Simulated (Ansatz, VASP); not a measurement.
## NaF in VASP and in Ansatz

```
Na F
1.0
     2.67281    0.00000    0.00000
     0.00000    2.79349    0.00000
     0.00000    0.00000    2.79349
Na F
1 1
Direct
  0.00000 0.00000 0.00000
  0.50000 0.50000 0.50000
```

Change from the starting cell: uniaxial_x strain -4.3%.

Alike in both runs: task single point; functional r2SCAN; k mesh 10 × 10 × 10; no spin polarisation.

|  | VASP | Ansatz |
| --- | --- | --- |
| version | VASP 6.6.1 | Ansatz 0.2.0 |
| potentials or method | VASP PAW PBE potentials, release 64 (Na_pv, F) | plane waves, PAW |
| plane-wave cutoff (eV) | 520 | 500 |
| occupations | gaussian, width 0.01 eV | fixed |
| valence electrons in the cell | 14 | 16 |

VASP gave:

| Property | Result |
| --- | --- |
| gap on the k mesh at the Fermi level (eV) | 7.23 |
| pressure (GPa) | 2.1 |
| traceless stress, the component that is largest in VASP (GPa) | 5.51 |

Task: Which values does Ansatz return?

Result: gap on the k mesh at the Fermi level (eV): 7.17; pressure (GPa): 3.0; traceless stress, the component that is largest in VASP (GPa): 5.43.

VASP's potentials were made for PBE, not for r2SCAN. VASP's potentials hold 14 valence electrons a cell and Ansatz's 16, so a difference there can come from the potentials and not from the codes.
